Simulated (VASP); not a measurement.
# CsCl (Pm-3m) in VASP: further runs

The runs below take CsCl through single point, with PBE, LDA, PBEsol.

Program: VASP 6.6.1. These are calculated values, not measurements. Logs are shortened: lines on timing, memory, paths and dates and some standing lists are left out, and cuts for length are marked.

## (1) The cell of the first run

It takes space group Pm-3m (No. 221, cubic). The conventional cell has a = 4.137 Å, b = 4.137 Å, c = 4.137 Å, α = 90.00°, β = 90.00°, γ = 90.00°. Within 4.7 Å of Cs (site symmetry m-3m) lie 8 Cl at 3.58 Å and 6 Cs at 4.14 Å. Cl (site symmetry m-3m) has 8 Cs at 3.58 Å and 6 Cl at 4.14 Å within 4.7 Å.

## (2) Single point, PBE

The input, INCAR:

```
SYSTEM = CsCl
ALGO = Normal
EDIFF = 1E-6
ENCUT = 500
GGA = PE
GGA_COMPAT = .FALSE.
ISIF = 2
ISMEAR = 0
LASPH = .TRUE.
LCHARG = .FALSE.
LREAL = .FALSE.
LWAVE = .FALSE.
NBANDS = 15
NELM = 120
PREC = Accurate
SIGMA = 0.01
```

The input, KPOINTS:

```
k-points
0
G
  4 4 4
  0 0 0
```

The input, POSCAR:

```
CsCl
1.0
    4.1368327747      0.0000000000      0.0000000000
    0.0000000000      4.1368327747      0.0000000000
    0.0000000000      0.0000000000      4.1368327747
Cs Cl
1 1
Direct
    0.0000000000      0.0000000000      0.0000000000
    0.5000000000      0.5000000000      0.5000000000
```

Potentials or basis: VASP PAW PBE potentials, release 64 (Cs_sv, Cl).

The run is started by

```console
$ cat potpaw_PBE.64/Cs_sv/POTCAR potpaw_PBE.64/Cl/POTCAR > POTCAR
$ mpirun -np 1 vasp_std > vasp.out
```

OUTCAR:

```text
SYSTEM = CsCl
   EDIFF = 1E-6
   ENCUT = 500
   GGA = PE
   ISIF = 2
   ISMEAR = 0
   LASPH = .TRUE.
   LREAL = .FALSE.
   NELM = 120
   PREC = Accurate

 ion  position               nearest neighbor table
   1  0.000  0.000  0.000-
   2  0.500  0.500  0.500-

  LATTYP: Found a simple cubic cell.
 ALAT       =     4.1368327747

  Lattice vectors:

 A1 = (   4.1368327747,   0.0000000000,   0.0000000000)
 A2 = (   0.0000000000,   4.1368327747,   0.0000000000)
 A3 = (   0.0000000000,   0.0000000000,   4.1368327747)

Analysis of symmetry for initial positions (statically):
=====================================================================
 Subroutine PRICEL returns:
 Original cell was already a primitive cell.

 Routine SETGRP: Setting up the symmetry group for a
 simple cubic supercell.

 Subroutine GETGRP returns: Found 48 space group operations
 (whereof 48 operations were pure point group operations)
 out of a pool of 48 trial point group operations.

The static configuration has the point symmetry O_h .

Analysis of symmetry for dynamics (positions and initial velocities):
=====================================================================
 Subroutine PRICEL returns:
 Original cell was already a primitive cell.

 Routine SETGRP: Setting up the symmetry group for a
 simple cubic supercell.

 Subroutine GETGRP returns: Found 48 space group operations
 (whereof 48 operations were pure point group operations)
 out of a pool of 48 trial point group operations.

The dynamic configuration has the point symmetry O_h .

 Subroutine INISYM returns: Found 48 space group operations
 (whereof 48 operations are pure point group operations),
 and found     1 'primitive' translations

----------------------------------------------------------------------------------------

                                     Primitive cell

  volume of cell :      70.7952

  direct lattice vectors                    reciprocal lattice vectors
     4.136832775  0.000000000  0.000000000     0.241730825  0.000000000  0.000000000
     0.000000000  4.136832775  0.000000000     0.000000000  0.241730825  0.000000000
     0.000000000  0.000000000  4.136832775     0.000000000  0.000000000  0.241730825

  length of vectors
     4.136832775  4.136832775  4.136832775     0.241730825  0.241730825  0.241730825

  position of ions in fractional coordinates (direct lattice)
     0.000000000  0.000000000  0.000000000
     0.500000000  0.500000000  0.500000000

  ion indices of the primitive-cell ions
   primitive index   ion index
                 1           1
                 2           2

----------------------------------------------------------------------------------------

 KPOINTS: k-points

Automatic generation of k-mesh.
 Grid dimensions read from file:
 generate k-points for:    4    4    4

 Generating k-lattice:

  Cartesian coordinates                     Fractional coordinates (reciprocal lattice)
     0.060432706  0.000000000  0.000000000     0.250000000  0.000000000  0.000000000
     0.000000000  0.060432706  0.000000000     0.000000000  0.250000000  0.000000000
     0.000000000  0.000000000  0.060432706     0.000000000  0.000000000  0.250000000

  Length of vectors
     0.060432706  0.060432706  0.060432706

  Shift w.r.t. Gamma in fractional coordinates (k-lattice)
     0.000000000  0.000000000  0.000000000

 Subroutine IBZKPT returns following result:
 ===========================================

 Found     10 irreducible k-points:

 Following reciprocal coordinates:
            Coordinates               Weight
  0.000000  0.000000  0.000000      1.000000
  0.250000  0.000000  0.000000      6.000000
  0.500000  0.000000  0.000000      3.000000
  0.250000  0.250000  0.000000     12.000000
  0.500000  0.250000  0.000000     12.000000
  0.500000  0.500000  0.000000      3.000000
  0.250000  0.250000  0.250000      8.000000
  0.500000  0.250000  0.250000     12.000000
  0.500000  0.500000  0.250000      6.000000
  0.500000  0.500000  0.500000      1.000000
   k-points           NKPTS =     10   k-points in BZ     NKDIM =     10   number of bands    NBANDS=     15
   number of dos      NEDOS =    301   number of ions     NIONS =      2
   total plane-waves  NPLWV =  27000
   dimension x,y,z NGX =    30 NGY =   30 NGZ =   30
   dimension x,y,z NGXF=    60 NGYF=   60 NGZF=   60
   ions per type =               1   1
   NGX,Y,Z   is equivalent  to a cutoff of  12.06, 12.06, 12.06 a.u.
   NGXF,Y,Z  is equivalent  to a cutoff of  24.11, 24.11, 24.11 a.u.
 SYSTEM =  CsCl
   PREC   = accura    normal or accurate (medium, high low for compatibility)
   ISTART =      0    job   : 0-new  1-cont  2-samecut
   ICHARG =      2    charge: 1-file 2-atom 10-const
   ISPIN  =      1    spin polarized calculation?
   LNONCOLLINEAR =      F non collinear calculations
   LSORBIT =      F    spin-orbit coupling
   LASPH  =      T    aspherical Exc in radial PAW
   ENCUT  =  500.0 eV  36.75 Ry    6.06 a.u.   7.54  7.54  7.54*2*pi/ulx,y,z
   NELM   =    120;   NELMIN=  2; NELMDL= -5     # of ELM steps
   EDIFF  = 0.1E-05   stopping-criterion for ELM
   LREAL  =      F    real-space projection
   EDIFFG = 0.1E-04   stopping-criterion for IOM
   NSW    =      0    number of steps for IOM
   IBRION =     -1    ionic relax: 0-MD 1-quasi-New 2-CG
   NFREE  =      0    steps in history (QN), initial steepest desc. (CG)
   ISIF   =      2    stress and relaxation
   ISYM   =      2    0-nonsym 1-usesym 2-fastsym
   POTIM  = 0.5000    time-step for ionic-motion
   TEBEG  =    0.0;   TEEND  =   0.0 temperature during run
   PSTRESS=    0.0 pullay stress
   NELECT =      16.0000    total number of electrons
   NUPDOWN=      -1.0000    fix difference up-down
   EMIN   =  10.00;   EMAX   =-10.00  energy-range for DOS
   EFERMI =   0.00;   METHOD = LEGACY
   ISMEAR =     0;   SIGMA  =   0.01  broadening in eV -4-tet -1-fermi 0-gaus
   EFERMI_NEDOS =   21; number of points for ismear=-14 and -15
   IALGO  =     38    algorithm
   IMIX   =      4    mixing-type and parameters
     AMIX     =   0.40;   BMIX     =  1.00
     AMIX_MAG =   1.60;   BMIX_MAG =  1.00
  volume/ion in A,a.u.               =      35.40       238.87
  Fermi-wavevector in a.u.,A,eV,Ry     =   0.997195  1.884426 13.529611  0.994398
  Thomas-Fermi vector in A             =   2.129335
   LORBIT       =      0    0 simple, 1 ext, 2 COOP (PROOUT), +10 PAW based schemes
   GGA     = PE    functional components
   LHFCALC =     F    Hartree Fock is set to
   AEXX    =    0.0000 exact exchange contribution
   IVDW    =     0    specifies the selected vdW correction
   LEPSILON=     F    determine dielectric tensor
   LRPA    =     F    only Hartree local field effects (RPA)
 non-spin polarized calculation
 Gauss-broadening in eV      SIGMA  =   0.01
  energy-cutoff  :      500.00
  volume of cell :       70.80
 maximum number of plane-waves:      1856
   NGX = 15   NGY = 15   NGZ = 15

 number of electron      15.9999998 magnetization

 Free energy of the ion-electron system (eV)
  ---------------------------------------------------
  ext. energy  EPLUGINS =         0.00000000
  ---------------------------------------------------
  free energy    TOTEN  =        -6.53082262 eV

  energy without entropy =       -6.53082262  energy(sigma->0) =       -6.53082262

 E-fermi :  -0.2522     XC(G=0):  -8.2109

 val. band max:       -0.3682442079   @ k =   0.0000   0.0000   0.0000
 cond. band min:       4.8461985216   @ k =   0.0000   0.0000   0.0000
 fundamental gap:      5.2144427295
 Fermi energy:        -0.2521616112

 k-point     1 :       0.0000    0.0000    0.0000
  band No.  band energies     occupation
      1     -19.7645      2.00000
      2     -12.5323      2.00000
      3      -6.2583      2.00000
      4      -6.2583      2.00000
      5      -6.2583      2.00000
      6      -0.3682      2.00000
      7      -0.3682      2.00000
      8      -0.3682      2.00000
      9       4.8462      0.00000
     10       5.0346      0.00000
     11       5.0346      0.00000
     12       9.6225      0.00000
     13       9.6225      0.00000
     14       9.6225      0.00000
     15      12.8007      0.00000

 k-point     2 :       0.2500    0.0000    0.0000
  band No.  band energies     occupation
      1     -19.7256      2.00000
      2     -12.5514      2.00000
      3      -6.5369      2.00000
      4      -6.1916      2.00000
      5      -6.1916      2.00000
      6      -1.0056      2.00000
      7      -0.4791      2.00000
      8      -0.4791      2.00000
      9       5.4304      0.00000
     10       6.0017      0.00000
     11       6.4642      0.00000
     12       9.2569      0.00000
     13       9.2569      0.00000
     14       9.9529      0.00000
     15      10.4632      0.00000

 k-point     3 :       0.5000    0.0000    0.0000
  band No.  band energies     occupation
      1     -19.6858      2.00000
      2     -12.5742      2.00000
      3      -6.7778      2.00000
      4      -6.1219      2.00000
      5      -6.1219      2.00000
      6      -1.5151      2.00000
      7      -0.5960      2.00000
      8      -0.5960      2.00000
      9       6.0390      0.00000
     10       7.1916      0.00000
     11       8.4528      0.00000
     12       8.9047      0.00000
     13       9.0925      0.00000
     14       9.0925      0.00000
     15      10.4165      0.00000
[... 91 lines left out ...]
 k-point     9 :       0.5000    0.5000    0.2500
  band No.  band energies     occupation
      1     -19.5873      2.00000
      2     -12.4085      2.00000
      3      -6.8975      2.00000
      4      -6.8975      2.00000
      5      -6.4275      2.00000
      6      -1.1174      2.00000
      7      -1.1174      2.00000
      8      -0.9816      2.00000
      9       6.8276      0.00000
     10       7.2315      0.00000
     11       7.7634      0.00000
     12       7.7634      0.00000
     13      10.8517      0.00000
     14      10.8517      0.00000
     15      11.8908      0.00000

 k-point    10 :       0.5000    0.5000    0.5000
  band No.  band energies     occupation
      1     -19.5555      2.00000
      2     -12.3691      2.00000
      3      -6.7780      2.00000
      4      -6.7780      2.00000
      5      -6.7780      2.00000
      6      -1.4395      2.00000
      7      -1.4395      2.00000
      8      -1.4395      2.00000
      9       8.0820      0.00000
     10       8.0820      0.00000
     11       8.0820      0.00000
     12      10.1015      0.00000
     13      10.1015      0.00000
     14      10.1015      0.00000
     15      12.0019      0.00000

------------------------ aborting loop because EDIFF is reached ----------------------------------------

  FORCE on cell =-STRESS in cart. coord.  units (eV):
  Direction    XX          YY          ZZ          XY          YZ          ZX
  --------------------------------------------------------------------------------------
  -------------------------------------------------------------------------------------
  Total        0.3684693      0.3684693      0.3684693      0.0000000      0.0000000      0.0000000
  in kB        8.3388858      8.3388858      8.3388858      0.0000000      0.0000000      0.0000000
  external PRESSURE =       8.3388858 kB  Pullay stress =       0.0000000 kB

 VOLUME and BASIS-vectors are now :
 -----------------------------------------------------------------------------
  energy-cutoff  :      500.00
  volume of cell :       70.80
      direct lattice vectors                 reciprocal lattice vectors
     4.136832775  0.000000000  0.000000000     0.241730825  0.000000000  0.000000000
     0.000000000  4.136832775  0.000000000     0.000000000  0.241730825  0.000000000
     0.000000000  0.000000000  4.136832775     0.000000000  0.000000000  0.241730825

 POSITION                                       TOTAL-FORCE (eV/Angst)
 -----------------------------------------------------------------------------------
      0.00000      0.00000      0.00000         0.000000      0.000000      0.000000
      2.06842      2.06842      2.06842         0.000000      0.000000      0.000000
 -----------------------------------------------------------------------------------
    total drift:                                0.000000      0.000000     -0.000000

  FREE ENERGIE OF THE ION-ELECTRON SYSTEM (eV)
  ---------------------------------------------------
  free  energy   TOTEN  =        -6.5308226218 eV

  energy  without entropy=       -6.5308226218  energy(sigma->0) =       -6.53082262
```

It took 13 s on 1 thread of Intel Xeon 8259CL, shared host; peak memory 0.16 GiB.

What came out:

- Free energy: -6.5308 eV
- Pressure: 0.8 GPa
- Band gap on the k mesh: 5.21 eV

Caveat: spin-orbit coupling is left out, which moves the levels of the heavy elements.

## (3) Single point, LDA

This run uses another cell than the first one, of 31.29 Å³/atom.

The input, INCAR:

```
SYSTEM = CsCl
PREC     = Accurate       ! precision mode
ENCUT    = 500            ! plane-wave cutoff, eV
EDIFF    = 1E-6           ! SCF threshold, eV
ISMEAR   = -1             ! smearing method
SIGMA    = 0.02           ! smearing width, eV
LREAL    = .False.        ! projectors in reciprocal space
LASPH    = .True.         ! aspherical terms in the spheres
NELM     = 120            ! most SCF steps
ALGO     = Normal         ! electronic algorithm
ISIF     = 2              ! what is computed and relaxed
LWAVE    = .False.        ! write WAVECAR
LCHARG   = .True.         ! write CHGCAR
LELF     = .True.         ! ELF
LVHAR    = .True.       
NBANDS   = 15             ! bands
GGA_COMPAT= .False.
```

The input, KPOINTS:

```
Automatic mesh
0
Gamma
  6 6 6
  0 0 0
```

The input, POSCAR:

```
CsCl
1.0
    3.9702726182      0.0000000000      0.0000000000
    0.0000000000      3.9702726182      0.0000000000
    0.0000000000      0.0000000000      3.9702726182
Cs Cl
1 1
Direct
    0.0000000000      0.0000000000      0.0000000000
    0.5000000000      0.5000000000      0.5000000000
```

Potentials or basis: VASP PAW LDA potentials, release 64 (Cs_sv, Cl).

The run is started by

```console
$ cat potpaw_LDA.64/Cs_sv/POTCAR potpaw_LDA.64/Cl/POTCAR > POTCAR
$ mpirun -np 1 vasp_std > vasp.out
```

OUTCAR:

```text
SYSTEM = CsCl
   PREC = Accurate
   ENCUT = 500
   EDIFF = 1E-6
   ISMEAR = -1
   LREAL = .False.
   LASPH = .True.
   NELM = 120
   ISIF = 2

 ion  position               nearest neighbor table
   1  0.000  0.000  0.000-
   2  0.500  0.500  0.500-

  LATTYP: Found a simple cubic cell.
 ALAT       =     3.9702726182

  Lattice vectors:

 A1 = (   3.9702726182,   0.0000000000,   0.0000000000)
 A2 = (   0.0000000000,   3.9702726182,   0.0000000000)
 A3 = (   0.0000000000,   0.0000000000,   3.9702726182)

Analysis of symmetry for initial positions (statically):
=====================================================================
 Subroutine PRICEL returns:
 Original cell was already a primitive cell.

 Routine SETGRP: Setting up the symmetry group for a
 simple cubic supercell.

 Subroutine GETGRP returns: Found 48 space group operations
 (whereof 48 operations were pure point group operations)
 out of a pool of 48 trial point group operations.

The static configuration has the point symmetry O_h .

Analysis of symmetry for dynamics (positions and initial velocities):
=====================================================================
 Subroutine PRICEL returns:
 Original cell was already a primitive cell.

 Routine SETGRP: Setting up the symmetry group for a
 simple cubic supercell.

 Subroutine GETGRP returns: Found 48 space group operations
 (whereof 48 operations were pure point group operations)
 out of a pool of 48 trial point group operations.

The dynamic configuration has the point symmetry O_h .

 Subroutine INISYM returns: Found 48 space group operations
 (whereof 48 operations are pure point group operations),
 and found     1 'primitive' translations

----------------------------------------------------------------------------------------

                                     Primitive cell

  volume of cell :      62.5837

[... 110 lines left out ...]
   AEXX    =    0.0000 exact exchange contribution
   IVDW    =     0    specifies the selected vdW correction
   LEPSILON=     F    determine dielectric tensor
   LRPA    =     F    only Hartree local field effects (RPA)
 non-spin polarized calculation
  energy-cutoff  :      500.00
  volume of cell :       62.58
 maximum number of plane-waves:      1622
 NGX is ok and might be reduce to    30
   NGX = 15   NGY = 15   NGZ = 15

 number of electron      15.9999994 magnetization

 Free energy of the ion-electron system (eV)
  ---------------------------------------------------
  ext. energy  EPLUGINS =         0.00000000
  ---------------------------------------------------
  free energy    TOTEN  =        -7.30936321 eV

  energy without entropy =       -7.30936321  energy(sigma->0) =       -7.30936321

 E-fermi :   0.6010     XC(G=0):  -9.1167

 val. band max:        0.2069542412   @ k =   0.0000   0.0000   0.0000
 cond. band min:       5.1735115242   @ k =   0.0000   0.0000   0.0000
 fundamental gap:      4.9665572830
 Fermi energy:         0.6009693841

 k-point     1 :       0.0000    0.0000    0.0000
  band No.  band energies     occupation
      1     -19.0455      2.00000
      2     -12.0577      2.00000
      3      -5.4382      2.00000
      4      -5.4382      2.00000
      5      -5.4382      2.00000
      6       0.2070      2.00000
      7       0.2070      2.00000
      8       0.2070      2.00000
      9       5.1735      0.00000
     10       5.1735      0.00000
     11       5.6185      0.00000
     12      10.5156      0.00000
     13      10.5156      0.00000
     14      10.5156      0.00000
[... 329 lines left out ...]
      2     -11.8416      2.00000
      3      -6.1504      2.00000
      4      -6.1504      2.00000
      5      -6.1504      2.00000
      6      -1.2901      2.00000
      7      -1.2901      2.00000
      8      -1.2901      2.00000
      9       9.0350      0.00000
     10       9.0350      0.00000
     11       9.0350      0.00000
     12      11.1146      0.00000
     13      11.1146      0.00000
     14      11.1146      0.00000
     15      13.5337      0.00000

------------------------ aborting loop because EDIFF is reached ----------------------------------------

  FORCE on cell =-STRESS in cart. coord.  units (eV):
  Direction    XX          YY          ZZ          XY          YZ          ZX
  --------------------------------------------------------------------------------------
  -------------------------------------------------------------------------------------
  Total        0.0315929      0.0315929      0.0315929      0.0000000      0.0000000     -0.0000000
  in kB        0.8087969      0.8087969      0.8087969      0.0000000      0.0000000     -0.0000000
  external PRESSURE =       0.8087969 kB  Pullay stress =       0.0000000 kB

 VOLUME and BASIS-vectors are now :
 -----------------------------------------------------------------------------
  energy-cutoff  :      500.00
  volume of cell :       62.58
      direct lattice vectors                 reciprocal lattice vectors
     3.970272618  0.000000000  0.000000000     0.251871873  0.000000000  0.000000000
     0.000000000  3.970272618  0.000000000     0.000000000  0.251871873  0.000000000
     0.000000000  0.000000000  3.970272618     0.000000000  0.000000000  0.251871873

 POSITION                                       TOTAL-FORCE (eV/Angst)
 -----------------------------------------------------------------------------------
      0.00000      0.00000      0.00000         0.000000      0.000000      0.000000
      1.98514      1.98514      1.98514         0.000000      0.000000      0.000000
 -----------------------------------------------------------------------------------
    total drift:                                0.000000      0.000000     -0.000000

  FREE ENERGIE OF THE ION-ELECTRON SYSTEM (eV)
  ---------------------------------------------------
  free  energy   TOTEN  =        -7.3093632083 eV

  energy  without entropy=       -7.3093632082  energy(sigma->0) =       -7.30936321
```

Run time: 20 s. Hardware: 1 thread of Intel Xeon 8259CL, shared host; peak memory 0.15 GiB.

What came out:

| Property | Result |
| --- | --- |
| Free energy | -7.3094 eV |
| Pressure | 0.1 GPa |
| Band gap on the k mesh | 4.97 eV |

Caveat: spin-orbit coupling is left out, which moves the levels of the heavy elements. A k mesh can miss the band edges.

[end of part 1 of 2]
